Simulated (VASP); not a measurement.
Wanted: the native input for a VASP 6.6.1 run.

- Task: single point
- Functional: LDA
- Potentials or basis: VASP PAW LDA potentials, release 64 (Sn_d, O)
- Cutoff: 520 eV
- k mesh: 6 × 6 × 6
- Occupations: gaussian, width 0.02 eV
- Spin: no spin polarisation
- Dipole correction: no
- Further INCAR settings: ALGO = Normal; EDIFF = 1e-06; NBANDS = 64

The structure of SnO2 lies in POSCAR:

```
SnO2
1.0
   -3.1904240030      3.3392222528      3.3392226050
    3.1904240030     -3.3392222528      3.3392226050
    3.1387693704      3.3932860068     -3.2851588452
Sn O
4 8
Direct
    0.9999968748      0.2499968853      0.7499999321
    0.0000031252      0.7500031147      0.2500000679
    0.5000000000      0.5000000000      0.5000000000
    0.5000000000      0.0000000000      0.0000000000
    0.1932153283      0.1932564741      0.4981796652
    0.6934257145      0.7490113964      0.9442569874
    0.1932153193      0.6932519511      0.9981752150
    0.3065761050      0.7509903558      0.5557430923
    0.6934238950      0.2490096442      0.4442569077
    0.3065742855      0.2509886036      0.0557430126
    0.8067846807      0.3067480489      0.0018247850
    0.8067846717      0.8067435259      0.5018203348
```

The input as run:

INCAR

```
  ALGO = Normal
  EDIFF = 1E-6
  ENCUT = 520
  GGA = CA
  ISIF = 2
  ISMEAR = 0
  KPAR = 4
  LASPH = T
  LCHARG = F
  LREAL = F
  LWAVE = F
  NBANDS = 64
  NELM = 60
  PREC = Accurate
  SIGMA = 0.02
```

KPOINTS

```
k-points
0
Gamma
  6 6 6
```

Potentials or basis: VASP PAW LDA potentials, release 64 (Sn_d, O).

Run with:

```sh
$ cat potpaw_LDA.64/Sn_d/POTCAR potpaw_LDA.64/O/POTCAR > POTCAR
$ mpirun -np 4 vasp_std > vasp.out
```

Results of the run:

The pressure is 1.5 GPa. The largest force is 0.027 eV/Å and the band gap on the k mesh is 1.23 eV.

Caveat: spin-orbit coupling is left out, which moves the levels of the heavy elements.

Run time: 8.8 min on 4 MPI ranks on Oxide Virtual Turin-like Processor, with other jobs on the host, peak memory 0.69 GiB a rank.
